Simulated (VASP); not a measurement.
Wanted: the native input for a VASP 6.6.1 run.

- Task: single point
- Functional: PBE
- Potentials or basis: VASP PAW PBE potentials, release 64 (C, F, H)
- Cutoff: 520 eV
- k mesh: 2 × 2 × 1
- Occupations: gaussian, width 0.02 eV
- Spin: no spin polarisation
- Dipole correction: no
- Further INCAR settings: LREAL = Auto; ALGO = Normal; EDIFF = 1e-07; NBANDS = 56

The structure of HC18F lies in POSCAR:

```
HC18F
1.0
    7.3980000000      0.0000000000      0.0000000000
   -3.6990000000      6.4068560000      0.0000000000
    0.0000000000      0.0000000000     12.0000000000
C F H
18 1 1
Direct
   -0.0260870031     -0.0109593535      0.0758155000
    0.1936263545      0.0990729306      0.0756032500
   -0.0284090984      0.3213145418      0.0764485000
    0.1962576826      0.4335683524      0.0757966667
   -0.0275349719      0.6568889639      0.0757969167
    0.1949752906      0.7681168423      0.0757358333
    0.3048444958     -0.0121544795      0.0756260833
    0.5291667908      0.0999842981      0.0756713333
    0.3058672220      0.3234741034      0.0755723333
    0.5283191163      0.4347861104      0.0755964167
    0.3072436339      0.6560074083      0.0757162500
    0.5269169019      0.7657005246      0.0757357500
    0.6388680813     -0.0100518882      0.0758927500
    0.8614958744      0.1011023191      0.0762573333
    0.6404629405      0.3225925477      0.0757026667
    0.8601511095      0.4326533951      0.0760045000
    0.6381478783      0.6544982438      0.0757331667
    0.8624675747      0.7665972202      0.0757640833
    0.9713043676      0.2642143042      0.3450575000
    0.9565542935      0.2635503280      0.2674170833
```

The input as run:

INCAR

```
SYSTEM = HC18F
PREC = Accurate
ENCUT = 520
EDIFF = 1E-7
ISMEAR = 0
SIGMA = 0.02
LREAL = Auto
LASPH = .True.
NELM = 60
ALGO = Normal
ISIF = 2
LWAVE = .False.
LCHARG = .True.
GGA = PE
LELF = .True.
LVHAR = .True.
NBANDS = 56
```

KPOINTS

```
regular mesh
0
Gamma
  2 2 1
  0 0 0
```

Potentials or basis: VASP PAW PBE potentials, release 64 (C, F, H).

Command:

```console
$ cat potpaw_PBE.64/C/POTCAR potpaw_PBE.64/F/POTCAR potpaw_PBE.64/H/POTCAR > POTCAR
$ mpirun -np 1 vasp_std > vasp.out
```

It gave:

* Largest force: 0.309 eV/Å
* Band gap on the k mesh: 0.19 eV

Caveat: the k points lie up to 0.49 Å⁻¹ apart; there is no dipole correction, which matters where the two faces differ; semilocal functionals underestimate gaps, and a narrow one can read as zero.

Run time: 8.9 min on 1 thread of Intel Xeon 8259CL (shared host), peak memory 0.6 GiB.
